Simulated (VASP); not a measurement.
# Re (Pm-3m) in VASP: notebook

The runs below take Re through single point, with LDA.

Everything below comes from runs of VASP 6.6.1. Logs are shortened: lines on timing, memory, paths and dates and some standing lists are left out, and cuts for length are marked.

## 1. The cell of the first run

It takes space group Pm-3m (No. 221, cubic). Conventional cell: a = 2.414 Å, b = 2.414 Å, c = 2.414 Å, α = 90.00°, β = 90.00°, γ = 90.00°. Re (site symmetry m-3m) has 6 Re at 2.41 Å within 3.2 Å.

## 2. Single point, LDA

Input file INCAR:

```
PREC = Accurate
ENCUT = 520
EDIFF = 1E-7
ISMEAR = -1
SIGMA = 0.1
LREAL = False
LASPH = True
NELM = 100
ALGO = Normal
ISIF = 2
LWAVE = False
LCHARG = False
GGA = CA
NBANDS = 10
```

Input file KPOINTS:

```
regular mesh
0
Gamma
  9 9 9
```

Input file POSCAR:

```
Re
1.0
    2.4143408830      0.0000000000      0.0000000000
    0.0000000000      2.4143408830      0.0000000000
    0.0000000000      0.0000000000      2.4143408830
Re
1
Direct
    0.0000000000      0.0000000000      0.0000000000
```

Potentials or basis: VASP PAW LDA potentials, release 64 (Re).

On the command line:

```
$ cat potpaw_LDA.64/Re/POTCAR > POTCAR
$ mpirun -np 1 vasp_std > vasp.out
```

OUTCAR:

```text
PREC = Accurate
   ENCUT = 520
   EDIFF = 1E-7
   ISMEAR = -1
   LREAL = False
   LASPH = True
   NELM = 100
   ISIF = 2
   GGA = CA

 ion  position               nearest neighbor table
   1  0.000  0.000  0.000-

  LATTYP: Found a simple cubic cell.
 ALAT       =     2.4143408830

  Lattice vectors:

 A1 = (   2.4143408830,   0.0000000000,   0.0000000000)
 A2 = (   0.0000000000,   2.4143408830,   0.0000000000)
 A3 = (   0.0000000000,   0.0000000000,   2.4143408830)

Analysis of symmetry for initial positions (statically):
=====================================================================
 Subroutine PRICEL returns:
 Original cell was already a primitive cell.

 Routine SETGRP: Setting up the symmetry group for a
 simple cubic supercell.

 Subroutine GETGRP returns: Found 48 space group operations
 (whereof 48 operations were pure point group operations)
 out of a pool of 48 trial point group operations.

The static configuration has the point symmetry O_h .

Analysis of symmetry for dynamics (positions and initial velocities):
=====================================================================
 Subroutine PRICEL returns:
 Original cell was already a primitive cell.

 Routine SETGRP: Setting up the symmetry group for a
 simple cubic supercell.

 Subroutine GETGRP returns: Found 48 space group operations
 (whereof 48 operations were pure point group operations)
 out of a pool of 48 trial point group operations.

The dynamic configuration has the point symmetry O_h .

 Subroutine INISYM returns: Found 48 space group operations
 (whereof 48 operations are pure point group operations),
 and found     1 'primitive' translations

----------------------------------------------------------------------------------------

                                     Primitive cell

  volume of cell :      14.0733

  direct lattice vectors                    reciprocal lattice vectors
     2.414340883  0.000000000  0.000000000     0.414191719  0.000000000  0.000000000
     0.000000000  2.414340883  0.000000000     0.000000000  0.414191719  0.000000000
     0.000000000  0.000000000  2.414340883     0.000000000  0.000000000  0.414191719

  length of vectors
     2.414340883  2.414340883  2.414340883     0.414191719  0.414191719  0.414191719

  position of ions in fractional coordinates (direct lattice)
     0.000000000  0.000000000  0.000000000

  ion indices of the primitive-cell ions
   primitive index   ion index
                 1           1

----------------------------------------------------------------------------------------

 KPOINTS: regular mesh

Automatic generation of k-mesh.
 Grid dimensions read from file:
 generate k-points for:    9    9    9

 Generating k-lattice:

  Cartesian coordinates                     Fractional coordinates (reciprocal lattice)
     0.046021302  0.000000000  0.000000000     0.111111111  0.000000000  0.000000000
     0.000000000  0.046021302  0.000000000     0.000000000  0.111111111  0.000000000
     0.000000000  0.000000000  0.046021302     0.000000000  0.000000000  0.111111111

  Length of vectors
     0.046021302  0.046021302  0.046021302

  Shift w.r.t. Gamma in fractional coordinates (k-lattice)
     0.000000000  0.000000000  0.000000000

 Subroutine IBZKPT returns following result:
 ===========================================

 Found     35 irreducible k-points:

 Following reciprocal coordinates:
            Coordinates               Weight
  0.000000  0.000000  0.000000      1.000000
  0.111111  0.000000  0.000000      6.000000
  0.222222  0.000000  0.000000      6.000000
  0.333333  0.000000  0.000000      6.000000
  0.444444  0.000000  0.000000      6.000000
  0.111111  0.111111  0.000000     12.000000
[... 16 lines left out ...]
  0.333333  0.333333  0.111111     24.000000
  0.444444  0.333333  0.111111     48.000000
 [... further k-points ...]
   k-points           NKPTS =     35   k-points in BZ     NKDIM =     35   number of bands    NBANDS=     10
   number of dos      NEDOS =    301   number of ions     NIONS =      1
   total plane-waves  NPLWV =   5832
   dimension x,y,z NGX =    18 NGY =   18 NGZ =   18
   dimension x,y,z NGXF=    36 NGYF=   36 NGZF=   36
   ions per type =               1
   NGX,Y,Z   is equivalent  to a cutoff of  12.39, 12.39, 12.39 a.u.
   NGXF,Y,Z  is equivalent  to a cutoff of  24.79, 24.79, 24.79 a.u.
 SYSTEM =  unknown system
   PREC   = accura    normal or accurate (medium, high low for compatibility)
   ISTART =      0    job   : 0-new  1-cont  2-samecut
   ICHARG =      2    charge: 1-file 2-atom 10-const
   ISPIN  =      1    spin polarized calculation?
   LNONCOLLINEAR =      F non collinear calculations
   LSORBIT =      F    spin-orbit coupling
   LASPH  =      T    aspherical Exc in radial PAW
   ENCUT  =  520.0 eV  38.22 Ry    6.18 a.u.   4.49  4.49  4.49*2*pi/ulx,y,z
   NELM   =    100;   NELMIN=  2; NELMDL= -5     # of ELM steps
   EDIFF  = 0.1E-06   stopping-criterion for ELM
   LREAL  =      F    real-space projection
   EDIFFG = 0.1E-05   stopping-criterion for IOM
   NSW    =      0    number of steps for IOM
   IBRION =     -1    ionic relax: 0-MD 1-quasi-New 2-CG
   NFREE  =      0    steps in history (QN), initial steepest desc. (CG)
   ISIF   =      2    stress and relaxation
   ISYM   =      2    0-nonsym 1-usesym 2-fastsym
   POTIM  = 0.5000    time-step for ionic-motion
   TEBEG  =    0.0;   TEEND  =   0.0 temperature during run
   PSTRESS=    0.0 pullay stress
   NELECT =       7.0000    total number of electrons
   NUPDOWN=      -1.0000    fix difference up-down
   EMIN   =  10.00;   EMAX   =-10.00  energy-range for DOS
   EFERMI =   0.00;   METHOD = LEGACY
   ISMEAR =    -1;   SIGMA  =   0.10  broadening in eV -4-tet -1-fermi 0-gaus
   EFERMI_NEDOS =   21; number of points for ismear=-14 and -15
   IALGO  =     38    algorithm
   IMIX   =      4    mixing-type and parameters
     AMIX     =   0.40;   BMIX     =  1.00
     AMIX_MAG =   1.60;   BMIX_MAG =  1.00
  volume/ion in A,a.u.               =      14.07        94.97
  Fermi-wavevector in a.u.,A,eV,Ry     =   1.297106  2.451176 22.891597  1.682485
  Thomas-Fermi vector in A             =   2.428520
   LORBIT       =      0    0 simple, 1 ext, 2 COOP (PROOUT), +10 PAW based schemes
   GGA     = CA    functional components
   LHFCALC =     F    Hartree Fock is set to
   AEXX    =    0.0000 exact exchange contribution
   IVDW    =     0    specifies the selected vdW correction
   LEPSILON=     F    determine dielectric tensor
   LRPA    =     F    only Hartree local field effects (RPA)
 non-spin polarized calculation
  energy-cutoff  :      520.00
  volume of cell :       14.07
 maximum number of plane-waves:       393
 NGX is ok and might be reduce to    18
   NGX =  9   NGY =  9   NGZ =  9

 number of electron       6.9999998 magnetization

 Free energy of the ion-electron system (eV)
  ---------------------------------------------------
  ext. energy  EPLUGINS =         0.00000000
  ---------------------------------------------------
  free energy    TOTEN  =       -12.05145533 eV

  energy without entropy =      -12.02514060  energy(sigma->0) =      -12.03829796

 E-fermi :   8.9575     XC(G=0): -13.9258

 val. band max:        8.9492939869   @ k =   0.2222   0.2222   0.0000
 cond. band min:       8.9921949295   @ k =   0.4444   0.1111   0.0000
 fundamental gap:      0.0429009426
 Fermi energy:         8.9575449677

 k-point     1 :       0.0000    0.0000    0.0000
  band No.  band energies     occupation
      1      -1.4327      2.00000
      2       2.2168      2.00000
      3       2.2168      2.00000
      4      13.7302      0.00000
      5      13.7302      0.00000
      6      13.7302      0.00000
      7      26.1487      0.00000
      8      26.1487      0.00000
      9      26.1487      0.00000
     10      33.2278      0.00000

 k-point     2 :       0.1111    0.0000    0.0000
  band No.  band energies     occupation
      1      -0.9517      2.00000
      2       2.3437      2.00000
      3       2.8309      2.00000
      4      12.9078      0.00000
      5      12.9078      0.00000
      6      13.7915      0.00000
      7      23.9804      0.00000
      8      27.2002      0.00000
      9      27.2002      0.00000
     10      32.7118      0.00000

 k-point     3 :       0.2222    0.0000    0.0000
  band No.  band energies     occupation
      1       0.1452      2.00000
      2       2.6804      2.00000
      3       4.6337      2.00000
      4      11.2338      0.00000
      5      11.2338      0.00000
      6      13.9494      0.00000
      7      20.8802      0.00000
      8      28.9784      0.00000
      9      29.4727      0.00000
     10      29.4727      0.00000

 k-point     4 :       0.3333    0.0000    0.0000
  band No.  band energies     occupation
      1       1.3508      2.00000
      2       3.0942      2.00000
      3       6.8276      2.00000
      4       9.7293      0.00089
      5       9.7293      0.00089
      6      14.1342      0.00000
      7      19.2010      0.00000
      8      26.2272      0.00000
      9      31.8228      0.00000
     10      31.8228      0.00000

 k-point     5 :       0.4444    0.0000    0.0000
  band No.  band energies     occupation
      1       2.2474      2.00000
      2       3.3855      2.00000
      3       7.8841      1.99996
      4       8.8858      1.34416
      5       8.8858      1.34414
      6      14.2582      0.00000
      7      19.7058      0.00000
      8      24.7540      0.00000
      9      31.6471      0.00000
     10      33.5244      0.00000

 k-point     6 :       0.1111    0.1111    0.0000
  band No.  band energies     occupation
      1      -0.4613      2.00000
      2       2.7249      2.00000
      3       3.1730      2.00000
      4      12.0229      0.00000
      5      12.8198      0.00000
      6      13.1537      0.00000
      7      24.7259      0.00000
      8      25.1989      0.00000
      9      28.2726      0.00000
     10      32.4086      0.00000

 k-point     7 :       0.2222    0.1111    0.0000
  band No.  band energies     occupation
      1       0.6294      2.00000
      2       3.1651      2.00000
      3       4.8132      2.00000
      4      10.3564      0.00000
      5      11.3077      0.00000
      6      13.2082      0.00000
      7      21.7804      0.00000
      8      26.8112      0.00000
      9      29.8023      0.00000
     10      30.6153      0.00000

 k-point     8 :       0.3333    0.1111    0.0000
  band No.  band energies     occupation
      1       1.8100      2.00000
      2       3.6174      2.00000
      3       6.3331      2.00000
      4       9.6904      0.00131
      5       9.8274      0.00033
      6      13.4167      0.00000
      7      19.7885      0.00000
      8      26.9350      0.00000
      9      29.0015      0.00000
     10      33.0618      0.00000

 k-point     9 :       0.4444    0.1111    0.0000
  band No.  band energies     occupation
      1       2.7163      2.00000
      2       4.0050      2.00000
      3       5.9828      2.00000
      4       8.9922      0.82846
      5      10.5014      0.00000
      6      13.5601      0.00000
      7      19.7708      0.00000
      8      25.6536      0.00000
      9      30.3000      0.00000
     10      32.5946      0.00000
[... 118 lines left out ...]
 k-point    19 :       0.4444    0.1111    0.1111
  band No.  band energies     occupation
      1       3.4065      2.00000
      2       4.3825      2.00000
      3       5.5240      2.00000
      4       7.8378      1.99997
      5      12.0107      0.00000
      6      12.7949      0.00000
      7      19.9587      0.00000
      8      26.4582      0.00000
      9      29.8622      0.00000
     10      32.9183      0.00000

 k-point    20 :       0.2222    0.2222    0.1111
  band No.  band energies     occupation
      1       2.1470      2.00000
      2       4.5357      2.00000
      3       5.9138      2.00000
      4       9.0290      0.65722
      5      10.6416      0.00000
      6      10.8706      0.00000
      7      24.3619      0.00000
      8      24.5637      0.00000
      9      29.5434      0.00000
     10      32.8817      0.00000

 k-point    21 :       0.3333    0.2222    0.1111
  band No.  band energies     occupation
      1       2.9987      2.00000
      2       4.6399      2.00000
      3       6.7557      2.00000
      4       8.3922      1.99301
      5      10.8927      0.00000
      6      11.2015      0.00000
      7      21.8063      0.00000
      8      26.0625      0.00000
      9      29.4606      0.00000
     10      32.8850      0.00000

 k-point    22 :       0.4444    0.2222    0.1111
  band No.  band energies     occupation
      1       3.5270      2.00000
      2       4.4404      2.00000
      3       6.6835      2.00000
      4       7.6006      2.00000
      5      11.2731      0.00000
      6      13.6491      0.00000
      7      20.2449      0.00000
      8      27.4756      0.00000
      9      28.7118      0.00000
     10      30.7209      0.00000

 k-point    23 :       0.3333    0.3333    0.1111
  band No.  band energies     occupation
      1       2.6481      2.00000
      2       4.5562      2.00000
      3       8.5118      1.97708
      4       8.5279      1.97312
      5      10.8237      0.00000
      6      11.9264      0.00000
      7      21.9442      0.00000
      8      24.5032      0.00000
      9      29.6001      0.00000
     10      32.2207      0.00000

 k-point    24 :       0.4444    0.3333    0.1111
  band No.  band energies     occupation
      1       2.0268      2.00000
      2       4.9107      2.00000
      3       7.9216      1.99994
      4       8.7582      1.76030
      5      11.4941      0.00000
      6      14.8355      0.00000
      7      20.1209      0.00000
      8      25.4526      0.00000
      9      28.1030      0.00000
     10      31.4158      0.00000

 [... further k-points ...]
[... 5 lines left out ...]
  --------------------------------------------------------------------------------------
  -------------------------------------------------------------------------------------
  Total        5.2905869      5.2905869      5.2905869      0.0000000      0.0000000      0.0000000
  in kB      602.3080571    602.3080571    602.3080571      0.0000000      0.0000000      0.0000000
  external PRESSURE =     602.3080571 kB  Pullay stress =       0.0000000 kB

 VOLUME and BASIS-vectors are now :
 -----------------------------------------------------------------------------
  energy-cutoff  :      520.00
  volume of cell :       14.07
      direct lattice vectors                 reciprocal lattice vectors
     2.414340883  0.000000000  0.000000000     0.414191719  0.000000000  0.000000000
     0.000000000  2.414340883  0.000000000     0.000000000  0.414191719  0.000000000
     0.000000000  0.000000000  2.414340883     0.000000000  0.000000000  0.414191719

 POSITION                                       TOTAL-FORCE (eV/Angst)
 -----------------------------------------------------------------------------------
      0.00000      0.00000      0.00000         0.000000      0.000000      0.000000
 -----------------------------------------------------------------------------------
    total drift:                               -0.000000      0.000000      0.000000

  FREE ENERGIE OF THE ION-ELECTRON SYSTEM (eV)
  ---------------------------------------------------
  free  energy   TOTEN  =       -12.0514553256 eV

  energy  without entropy=      -12.0251405975  energy(sigma->0) =      -12.03829796
```

Run time: 4.8 s. Hardware: 1 thread of Intel Xeon Platinum 8488C (Sapphire Rapids), shared host; peak memory 0.11 GiB.

Results:

| Property | Result |
| --- | --- |
| Free energy | -12.0515 eV |
| Pressure | 60.2 GPa |

Levels at points of the mesh, in eV from the Fermi level:
| k point | band 1 | band 2 | band 3 | band 4 | band 5 | band 6 | band 7 | band 8 |
| --- | --- | --- | --- | --- | --- | --- | --- | --- |
| (0.00, 0.00, 0.00) | -10.39 | -6.74 | -6.74 | 4.77 | 4.77 | 4.77 | 17.19 | 17.19 |

Caveat: spin-orbit coupling is left out, which moves the levels of the heavy elements.

## 3. Single point, LDA

This run uses another cell than the first one, of 16.29 Å³/atom, 1.158 times its volume.

Input file INCAR:

```
SYSTEM = Re
ALGO = Normal
EDIFF = 1E-7
ENCUT = 520
GGA = CA
ISIF = 2
ISMEAR = -1
LASPH = .True.
LCHARG = .True.
LELF = .True.
LREAL = .False.
LVHAR = .True.
LWAVE = .False.
NBANDS = 10
NELM = 100
PREC = Accurate
SIGMA = 0.1
```

Input file KPOINTS:

```
k-points
0
Gamma
  9 9 9
  0 0 0
```

Input file POSCAR:

```
Re
1.0
    2.5351869015      0.0000000000      0.0000000000
    0.0000000000      2.5351869015      0.0000000000
    0.0000000000      0.0000000000      2.5351869015
Re
1
Direct
    0.0000000000      0.0000000000      0.0000000000
```

Potentials or basis: VASP PAW LDA potentials, release 64 (Re).

On the command line:

```
$ cat potpaw_LDA.64/Re/POTCAR > POTCAR
$ mpirun -np 1 vasp_std > vasp.out
```

Wall time 5.6 s (1 thread of Intel Xeon Platinum 8488C (Sapphire Rapids), shared host); peak memory 0.11 GiB.

Results (log left out):

```yaml
Free_energy: -12.4201 eV
Pressure: 0.1 GPa
```

Levels at points of the mesh, in eV from the Fermi level:
```tsv
k point	band 1	band 2	band 3	band 4	band 5	band 6	band 7
(0.00, 0.00, 0.00)	-9.44	-5.65	-5.65	3.77	3.77	3.77	15.78
```

Caveat: spin-orbit coupling is left out, which moves the levels of the heavy elements.
